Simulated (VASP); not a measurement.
Write the native input for VASP 6.6.1 that does the following.

```
Task                   : relaxation of cell and atoms
Functional             : PBE
Potentials or basis    : VASP PAW PBE potentials, release 64 (Ga_d, O)
Cutoff                 : 600 eV
k mesh                 : 4 × 4 × 4
Occupations            : gaussian, width 0.1 eV
Spin                   : no spin polarisation
Dipole correction      : no
Further INCAR settings : ALGO = Normal; EDIFF = 1e-07; IBRION = 2; EDIFFG = -0.04; NSW = 90; ISIF = 3
```

The structure of Ga4O lies in POSCAR:

```
Ga4O
1.0
    4.4620178800      0.0000000000      0.0000000000
    0.0000000000      4.4620178800      0.0000000000
    0.0000000000      0.0000000000      4.4620178800
Ga O
4 1
Direct
    0.0000000000      0.5000000000      0.5000000000
    0.5000000000      0.0000000000      0.5000000000
    0.5000000000      0.5000000000      0.0000000000
    0.0000000000      0.0000000000      0.0000000000
    0.5000000000      0.5000000000      0.5000000000
```

The input as run:

INCAR

```
SYSTEM = Ga4O
PREC     = Accurate       ! precision mode
ENCUT    = 600            ! plane-wave cutoff, eV
EDIFF    = 1E-7           ! SCF threshold, eV
ISMEAR   = 0              ! smearing method
SIGMA    = 0.1            ! smearing width, eV
LREAL    = .False.        ! projectors in reciprocal space
LASPH    = .True.         ! aspherical terms in the spheres
NELM     = 100            ! most SCF steps
ALGO     = Normal         ! electronic algorithm
ISIF     = 3              ! what is computed and relaxed
LWAVE    = .False.        ! write WAVECAR
LCHARG   = .False.        ! write CHGCAR
GGA      = PE             ! functional
IBRION   = 2              ! ionic algorithm
NSW      = 90             ! ionic steps
EDIFFG   = -0.04          ! ionic threshold
```

KPOINTS

```
regular mesh
0
Gamma
  4 4 4
  0 0 0
```

Potentials or basis: VASP PAW PBE potentials, release 64 (Ga_d, O).

The run is started by

```sh
$ cat potpaw_PBE.64/Ga_d/POTCAR potpaw_PBE.64/O/POTCAR > POTCAR
$ mpirun -np 1 vasp_std > vasp.out
```

Results of the run:

The relaxed volume is 17.94 Å³/atom and the relaxed cell is a = 4.476 Å, b = 4.476 Å, c = 4.476 Å, α = 90.00°, β = 90.00°, γ = 90.00°. The space group after relaxing (to 0.05 Å) is Pm-3m (No. 221). The energy gained by relaxing is 0.4 meV/atom. The ionic steps are 2, the pressure after relaxing is 0.1 GPa and the band gap on the k mesh is zero (band 29 reaches 6.11 eV, above the bottom of band 30 at 3.95 eV).

Wall time 72 s on 1 thread of AMD EPYC 7R43 64-Core Processor (Zen 3), with other jobs on the host, peak memory 0.18 GiB.
